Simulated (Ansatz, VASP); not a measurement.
**One calculation of BAs, two programs**

The input INCAR:

```
SYSTEM = BAs
PREC = Accurate
ENCUT = 520
EDIFF = 1E-8
ISMEAR = -1
SIGMA = 0.08
LREAL = .False.
LASPH = .True.
NELM = 60
ALGO = Normal
ISIF = 2
LWAVE = .False.
LCHARG = .False.
GGA = PE
LEFG = .True.
NBANDS = 11
```

KPOINTS

```
regular mesh
0
Gamma
  15 15 15
  0 0 0
```

POSCAR

```
BAs
1.0
    0.0000000000      2.4046586295      2.4046586295
    2.4046586295      0.0000000000      2.4046586295
    2.4046586295      2.4046586295      0.0000000000
B As
1 1
Direct
    0.0000000000      0.0000000000      0.0000000000
    0.2500000000      0.2500000000      0.2500000000
```

Input for Ansatz:

```yaml
crystal:
  lattice:
    - [0.0, 2.4046586295, 2.4046586295]
    - [2.4046586295, 0.0, 2.4046586295]
    - [2.4046586295, 2.4046586295, 0.0]
  atoms:
    - { symbol: B, position: [0.0, 0.0, 0.0] }
    - { symbol: As, position: [0.25, 0.25, 0.25] }
kpoints:
  mp_grid: { grid: [15, 15, 15] }
  band_path:
    path:
      - [0.0, 0.0, 0.0]
      - [-0.5, -0.5, 0.0]
      - [-0.375, -0.375, 0.25]
      - [-0.375, 0.0, 0.375]
      - [0.0, 0.0, 0.0]
      - [0.0, 0.0, 0.5]
      - [-0.5, -0.25, 0.25]
      - [-0.5, -0.5, 0.0]
    npoints: 8
scf:
  occupations: { method: fermi_dirac, width: 0.08 }
hamiltonian:
  xc: pbe
  pseudopotentials: { kind: paw }
output:
  forces: true
  stress: true
  eigenvalues: true
  efg: { contact_densities: true }
  populations: true
  bader: true
  dos: { projected: true, de: 0.2, e_range: [-14, 8] }
```

Alike in both runs: task electric field gradients; functional PBE; k mesh 15 × 15 × 15; occupations fermi-dirac, width 0.08 eV; no spin polarisation.

|  | VASP | Ansatz |
| --- | --- | --- |
| version | VASP 6.6.1 | Ansatz 0.2.0 |
| potentials or method | VASP PAW PBE potentials, release 64 (B, As) | PAW with Ansatz's default frozen-core files, scalar-relativistic |
| plane-wave cutoff (eV) | 520 | 420 |
| valence electrons in the cell | 8 | 18 |

Ansatz gave:

```
pressure (GPa) : 0.0
```

**Question.** Which values does VASP return?

**Answer.** Pressure (GPa): 0.6.

VASP's potentials hold 8 valence electrons a cell and Ansatz's 18, so a difference there can come from the potentials and not from the codes.
